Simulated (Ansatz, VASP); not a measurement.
**Two plane-wave programs on LiF**

Contents of INCAR:

```
SYSTEM = LiF
  PREC = Accurate
  ENCUT = 750
  EDIFF = 1E-6
  ISMEAR = 0
  SIGMA = 0.1
  LREAL = .FALSE.
  LASPH = .TRUE.
  NELM = 120
  ALGO = Normal
  ISIF = 2
  LWAVE = .FALSE.
  LCHARG = .FALSE.
  GGA = PE
  IVDW = 12
  NBANDS = 12
  GGA_COMPAT = .FALSE.
```

KPOINTS

```
Automatic mesh
0
G
  8 8 8
  0 0 0
```

File POSCAR:

```
LiF
1.0
    0.0000000000      2.0417135700      2.0417135700
    2.0417135700      0.0000000000      2.0417135700
    2.0417135700      2.0417135700      0.0000000000
Li F
1 1
Direct
    0.0000000000      0.0000000000      0.0000000000
    0.5000000000      0.5000000000      0.5000000000
```

Input for Ansatz:

```yaml
crystal:
  lattice:
    - [0.0, 2.04171357, 2.04171357]
    - [2.04171357, 0.0, 2.04171357]
    - [2.04171357, 2.04171357, 0.0]
  atoms:
    - { symbol: Li, position: [0.0, 0.0, 0.0] }
    - { symbol: F, position: [0.5, 0.5, 0.5] }
basis:
  ecutwfc: 420
kpoints:
  mp_grid: { grid: [8, 8, 8] }
hamiltonian:
  xc: pbe
  dispersion: d3bj
  pseudopotentials: { kind: paw, azcp: { folder: soft_1 } }
scf:
  occupations: { method: gaussian, width: 0.1 }
output:
  forces: true
  stress: true
  eigenvalues: true
```

Alike in both runs: task single point; functional PBE; dispersion D3(BJ); k mesh 8 × 8 × 8; occupations gaussian, width 0.1 eV; no spin polarisation.

|  | VASP | Ansatz |
| --- | --- | --- |
| version | VASP 6.6.1 | Ansatz 0.2.0 |
| potentials or method | VASP PAW PBE potentials, release 64 (Li_sv, F), cutoff 750 eV | scalar-relativistic, plane waves, PAW |
| valence electrons in the cell | 10 | 10 |

|  | VASP | Ansatz | Ansatz less VASP |
| --- | --- | --- | --- |
| gap on the k mesh at the Fermi level (eV) | 8.72 | 8.74 | +0.017 |
| least direct gap on the mesh (eV) | 8.72 | 8.74 | +0.017 |
| pressure (GPa) | -4.8 | -4.1 | +0.67 |
